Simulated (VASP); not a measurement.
Write the native input for VASP 6.6.1 that does the following.

* Task: single point
* Functional: PBE
* Potentials or basis: VASP PAW PBE potentials, release 64 (K_sv, Re)
* Cutoff: 600 eV
* k mesh: 8 × 4 × 4
* Occupations: gaussian, width 0.2 eV
* Spin: no spin polarisation
* Dipole correction: no
* Further INCAR settings: ALGO = Normal; EDIFF = 1e-06; NBANDS = 40

The structure of KRe3 lies in POSCAR:

```
KRe3
1.0
    3.1314703154      0.0000000000      0.0000000000
    0.0000000000      6.2629406307      0.0000000000
    0.0000000000      0.0000000000      8.6482630698
K Re
2 6
Direct
    0.0000000000      0.5000000000      0.5000000000
    0.0000000000      0.0000000000      0.5000000000
    0.5000000000      0.2500000000      0.1601473255
    0.5000000000      0.7500000000      0.1601473255
    0.5000000000      0.2500000000      0.8398526745
    0.5000000000      0.7500000000      0.8398526745
    1.0000000000      0.0000000000      0.0000000000
    1.0000000000      0.5000000000      0.0000000000
```

These files were run (other wordings do the same):

INCAR

```
PREC     = Accurate       # precision mode
ENCUT    = 600            # plane-wave cutoff, eV
EDIFF    = 1E-6           # SCF threshold, eV
ISMEAR   = 0              # smearing method
SIGMA    = 0.2            # smearing width, eV
LREAL    = F              # projectors in reciprocal space
LASPH    = T              # aspherical terms in the spheres
NELM     = 120            # most SCF steps
ALGO     = Normal         # electronic algorithm
ISIF     = 2              # what is computed and relaxed
LWAVE    = F              # write WAVECAR
LCHARG   = F              # write CHGCAR
GGA      = PE             # functional
NBANDS   = 40             # bands
GGA_COMPAT= F
```

KPOINTS

```
Automatic mesh
0
Gamma
  8 4 4
```

Potentials or basis: VASP PAW PBE potentials, release 64 (K_sv, Re).

Run with:

```console
$ cat potpaw_PBE.64/K_sv/POTCAR potpaw_PBE.64/Re/POTCAR > POTCAR
$ mpirun -np 1 vasp_std > vasp.out
```

Results of the run:

* Pressure: -0.2 GPa
* Largest force: 0.121 eV/Å
* Band gap on the k mesh: zero (bands 30 and 31 overlap by 1.46 eV)

Caveat: spin-orbit coupling is left out, which moves the levels of the heavy elements.

Wall time 19 min on 1 thread of Intel Xeon 8259CL, on a shared host, peak memory 0.49 GiB.
